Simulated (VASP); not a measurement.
The system is CaSe.

```xyz
2
Lattice="0.0000 2.9560 2.9560 2.9560 0.0000 2.9560 2.9560 2.9560 0.0000" Properties=species:S:1:pos:R:3 pbc="T T T"
Ca    0.0000    0.0000    0.0000
Se    2.9560    2.9560    2.9560
```

```yaml
Program: VASP 6.6.1
Task: relaxation of cell and atoms
Functional: LDA
Potentials_or_basis: VASP PAW LDA potentials, release 64 (Ca_sv, Se)
Cutoff: 600 eV
k_mesh: 8 × 8 × 8
Occupations: gaussian, width 0.02 eV
Spin: no spin polarisation
```

At the start: pressure -2.9 GPa; volume 25.83 Å³/atom.

Task: Where does the relaxation end?

Result: Over 3 steps the energy falls by 13.4 meV/atom and the volume is 24.40 Å³/atom (-5.5 %); space group Fm-3m (No. 225, to 0.05 Å).

The path:
| step | energy change (eV) | largest force (eV/Å) | pressure (GPa) | volume (Å³) |
| --- | --- | --- | --- | --- |
| 1 | 0.0000 | 0.0000 | -2.88 | 51.66 |
| 2 | -0.0257 | 0.0000 | 0.67 | 48.26 |
| 3 | -0.0269 | 0.0000 | 0.00 | 48.81 |

Final structure:
```
CELL_PARAMETERS angstrom
0.00000 2.90060 2.90060
2.90060 0.00000 2.90060
2.90060 2.90060 0.00000
ATOMIC_POSITIONS crystal
Ca 0.00000 0.00000 0.00000
Se 0.50000 0.50000 0.50000
```
